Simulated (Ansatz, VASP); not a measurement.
Si2Ge2Ir: VASP beside Ansatz

```
CELL_PARAMETERS angstrom
-1.64673 1.64673 7.80139
1.64673 -1.64673 7.80139
1.64673 1.64673 -7.80139
ATOMIC_POSITIONS crystal
Si 0.75000 0.25000 0.50000
Si 0.25000 0.75000 0.50000
Ge 0.40843 0.40843 0.00000
Ge 0.59157 0.59157 0.00000
Ir 0.00000 0.00000 0.00000
```

Change from the starting cell: species swapped into the CsAs2Ru2 type (I4/mmm, No. 139).

Alike in both runs: functional PBE; k mesh 6 × 6 × 6; occupations gaussian, width 0.2 eV; no spin polarisation.

Ansatz relaxed the structure, and its values are those at the end. VASP's run is a single point on that final structure, the one shown.

|  | VASP | Ansatz |
| --- | --- | --- |
| version | VASP 6.6.1 | Ansatz 0.2.0 |
| potentials or method | VASP PAW PBE potentials, release 64 (Si, Ge_d, Ir), cutoff 500 eV | scalar-relativistic, plane waves, PAW |
| valence electrons in the cell | 45 | 53 |

Ansatz gave:

* gap on the k mesh at the Fermi level (eV): none
* pressure (GPa): 0.0
* rms of the force components (eV/Å): 0.000

Question: What did VASP give for the same quantities?

Answer: gap on the k mesh at the Fermi level (eV): none; pressure (GPa): 0.0; rms of the force components (eV/Å): 0.006.

A gap of «none» marks a metal or a gap that the smearing closes. With one functional, cell and mesh, what is left measures potentials, basis and numerics. VASP's potentials hold 45 valence electrons a cell and Ansatz's 53, so a difference there can come from the potentials and not from the codes.

The k mesh is coarse, so the values compare programs but aren't converged. Spin-orbit coupling is off throughout.
